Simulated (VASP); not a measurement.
Write the native input for VASP 6.6.1 that does the following.

| Property | Result |
| --- | --- |
| Task | single point |
| Functional | PBE |
| Potentials or basis | VASP PAW PBE potentials, release 64 (K_sv, Ta_pv, O) |
| Cutoff | 520 eV |
| k mesh | 5 × 5 × 5 |
| Occupations | fermi-dirac, width 0.02 eV |
| Spin | no spin polarisation |
| Dipole correction | no |
| Further INCAR settings | ALGO = Normal; EDIFF = 1e-07; NBANDS = 27 |

The structure of KTaO3 lies in POSCAR:

```
KTaO3
1.0
    3.9883000000      0.0000000000      0.0000000000
    0.0000000000      3.9883000000      0.0000000000
    0.0000000000      0.0000000000      3.9883000000
K Ta O
1 1 3
Direct
    0.5000000000      0.5000000000      0.5000000000
    0.0000000000      0.0000000000      0.0000000000
    0.5000000000      0.0000000000      0.0000000000
    0.0000000000      0.5000000000      0.0000000000
    0.0000000000      0.0000000000      0.5000000000
```

One way to write it, as run:

INCAR

```
SYSTEM = KTaO3
PREC     = Accurate       ! precision mode
ENCUT    = 520            ! plane-wave cutoff, eV
EDIFF    = 1E-7           ! SCF threshold, eV
ISMEAR   = -1             ! smearing method
SIGMA    = 0.02           ! smearing width, eV
LREAL    = .FALSE.        ! projectors in reciprocal space
LASPH    = .TRUE.         ! aspherical terms in the spheres
NELM     = 60             ! most SCF steps
ALGO     = Normal         ! electronic algorithm
ISIF     = 2              ! what is computed and relaxed
LWAVE    = .FALSE.        ! write WAVECAR
LCHARG   = .TRUE.         ! write CHGCAR
GGA      = PE             ! functional
LELF     = .TRUE.         ! ELF
LVHAR    = .TRUE.       
NBANDS   = 27             ! bands
```

KPOINTS

```
Automatic mesh
0
G
  5 5 5
  0 0 0
```

Potentials or basis: VASP PAW PBE potentials, release 64 (K_sv, Ta_pv, O).

The run is started by

```console
$ cat potpaw_PBE.64/K_sv/POTCAR potpaw_PBE.64/Ta_pv/POTCAR potpaw_PBE.64/O/POTCAR > POTCAR
$ mpirun -np 1 vasp_std > vasp.out
```

Results of the run:

```
Pressure               : 6.1 GPa
Band gap on the k mesh : 2.28 eV, indirect (least direct gap 2.79 eV)
```

Caveat: spin-orbit coupling is left out, which moves the levels of the heavy elements.

It used 17 s of CPU time on 1 thread of Intel Xeon 6975P-C, on a shared host.
